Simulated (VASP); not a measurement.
# Mo: single point with PBEsol

Crystal: Mo.

```
Mo
1.0
     2.66712    0.00000    0.00000
    -1.33356    2.42825    0.00000
     0.00000    0.00000    2.55518
Mo
1
Direct
  0.00000 0.00000 0.50000
```

This cell differs from its parent crystal: strain -0.0250 x Voigt [1, -1, 0, 0, 0, 0].

```yaml
Program: VASP 6.6.1
Task: single point
Functional: PBEsol
Potentials_or_basis: VASP PAW PBE potentials, release 64 (Mo_sv)
Cutoff: 520 eV
k_mesh: 18 × 18 × 18
Occupations: gaussian, width 0.15 eV
Spin: no spin polarisation
```

| Item | Value |
| --- | --- |
| Pressure | -2.9 GPa |
| Band gap on the k mesh | zero (bands 7 and 8 overlap by 1.78 eV) |

Stress tensor (GPa, compression positive):
```
-1.26  0.00  0.00
 0.00  1.01  0.00
 0.00  0.00 -8.31
```

Levels at points of the mesh, in eV from the Fermi level:
```csv
k point,band 3,band 4,band 5,band 6,band 7,band 8,band 9,band 10,band 11,band 12
"(0.00, 0.00, 0.00)",-34.21,-34.21,-6.84,-4.34,-1.47,-0.38,3.99,4.22,12.98,15.71
"(0.50, 0.00, 0.00)",-34.66,-34.03,-4.99,-3.07,0.91,1.20,3.32,4.41,10.43,12.99
"(0.00, 0.50, 0.00)",-34.47,-34.07,-4.92,-3.29,0.67,1.00,3.67,4.28,9.66,14.25
"(0.00, 0.00, 0.50)",-34.18,-34.05,-3.77,-0.62,0.00,0.41,0.61,0.97,10.05,16.10
"(0.50, 0.00, 0.50)",-35.46,-34.48,-5.37,-3.44,-0.66,4.73,6.19,6.47,7.43,15.96
"(0.00, 0.50, 0.50)",-35.37,-34.30,-5.38,-3.45,-0.09,4.63,5.91,6.18,6.76,16.49
```

Wall time 87 s on 1 thread of Intel(R) Xeon(R) Platinum 8488C (Sapphire Rapids) (shared host), peak memory 0.28 GiB.

Caveat: the cell differs from its parent crystal (strain -0.0250 x Voigt [1, -1, 0, 0, 0, 0]); the PAW data sets were made with another functional, which shifts forces and pressure a little.
